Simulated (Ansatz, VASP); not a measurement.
YZr2O2: VASP beside Ansatz

Contents of INCAR:

```
PREC     = Accurate       # precision mode
ENCUT    = 600            # plane-wave cutoff, eV
EDIFF    = 1E-6           # SCF threshold, eV
ISMEAR   = 0              # smearing method
SIGMA    = 0.1            # smearing width, eV
LREAL    = False          # projectors in reciprocal space
LASPH    = True           # aspherical terms in the spheres
NELM     = 60             # most SCF steps
ALGO     = Normal         # electronic algorithm
ISIF     = 3              # what is computed and relaxed
LWAVE    = False          # write WAVECAR
LCHARG   = False          # write CHGCAR
GGA      = PE             # functional
IBRION   = 2              # ionic algorithm
NSW      = 90             # ionic steps
EDIFFG   = -0.04          # ionic threshold
```

File KPOINTS:

```
regular mesh
0
Gamma
  6 6 4
```

POSCAR

```
YZr2O2
1.0
    3.8950960500      0.0000000000      0.0000000000
   -1.9475480200      3.3732521300      0.0000000000
    0.0000000000      0.0000000000      6.2450772400
Y Zr O
1 2 2
Direct
    0.0000000000      0.0000000000      0.0000000000
    0.3333333300      0.6666666700      0.3694399900
    0.6666666700      0.3333333300      0.6305600100
    0.3333333300      0.6666666700      0.7679299700
    0.6666666700      0.3333333300      0.2320700300
```

Input for Ansatz:

```yaml
crystal:
  lattice:
    - [3.89509605, 0.0, 0.0]
    - [-1.94754802, 3.37325213, 0.0]
    - [0.0, 0.0, 6.24507724]
  atoms:
    - { symbol: "Y", position: [0.0, 0.0, 0.0] }
    - { symbol: Zr, position: [0.33333333, 0.66666667, 0.36943999] }
    - { symbol: Zr, position: [0.66666667, 0.33333333, 0.63056001] }
    - { symbol: O, position: [0.33333333, 0.66666667, 0.76792997] }
    - { symbol: O, position: [0.66666667, 0.33333333, 0.23207003] }
basis:
  ecutwfc: 420
kpoints:
  mp_grid: { grid: [6, 6, 4] }
hamiltonian:
  xc: pbe
scf:
  occupations: { method: gaussian, width: 0.1 }
  lower_state_search: "off"
output:
  forces: true
  stress: true
  eigenvalues: true
relax:
  adjacent_minimum: "off"
  f_tol: 0.04
  max_steps: 70
  cell: { stress_tol: 0.4 }
```

Change from the starting cell: species swapped into the Mn2ZnAs2 type (P-3m1, No. 164).

Alike in both runs: task relaxation of cell and atoms; functional PBE; k mesh 6 × 6 × 4; occupations gaussian, width 0.1 eV; no spin polarisation.

```csv
,VASP,Ansatz
version,VASP 6.6.1,Ansatz 0.2.0
potentials or method,"VASP PAW PBE potentials, release 64 (Y_sv, Zr_sv, O), cutoff 600 eV","scalar-relativistic, plane waves, PAW"
valence electrons in the cell,47,47
```

```tsv
	VASP	Ansatz	Ansatz less VASP
gap on the k mesh at the Fermi level, each at its own relaxed structure (eV)	none	none	-
relaxed volume (Å³/atom)	15.26	15.34	+0.075
relaxed length of the cell vector where the two differ most in proportion (Å)	8.081	8.149	+0.0682
```

A gap of «none» marks a metal or a gap that the smearing closes.
